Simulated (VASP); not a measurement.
Here is a VASP 6.6.1 calculation.

Contents of INCAR:

```
SYSTEM = Sb
  PREC = Accurate
  ENCUT = 400
  EDIFF = 1E-8
  ISMEAR = -1
  SIGMA = 0.05
  LREAL = .False.
  LASPH = .True.
  NELM = 120
  ALGO = Normal
  ISIF = 2
  LWAVE = .False.
  LCHARG = .False.
  GGA = PS
  LEFG = .True.
  NBANDS = 12
  GGA_COMPAT = .False.
```

The input KPOINTS:

```
Automatic mesh
0
Gamma
  9 9 9
  0 0 0
```

POSCAR

```
Sb
1.0
    2.1936123386      1.2664826742      3.7440000000
   -2.1936123386      1.2664826742      3.7440000000
    0.0000000000     -2.5329653483      3.7440000000
Sb
2
Direct
    0.2336400000      0.2336400000      0.2336400000
    0.7663600000      0.7663600000      0.7663600000
```

Potentials or basis: VASP PAW PBE potentials, release 64 (Sb).

The run is started by

```bash
$ cat potpaw_PBE.64/Sb/POTCAR > POTCAR
$ mpirun -np 1 vasp_std > vasp.out
```

(1) What does it give for the band gap on the k mesh?

(2) What does it give for the pressure?

(3) Estimate the largest force.

Answers

(1) 0.15 eV, indirect (least direct gap 0.47 eV).

(2) -1.7 GPa.

(3) 0.030 eV/Å.

Caveat: the cell differs from its parent crystal (equal xx and yy strain of +2 %); without QUAD_EFG the Cq values of the log hold for a quadrupole moment of 1 mb, not for the nuclei; the PAW data sets were made with another functional, which shifts forces and pressure a little; spin-orbit coupling is left out, which moves the levels of the heavy elements.
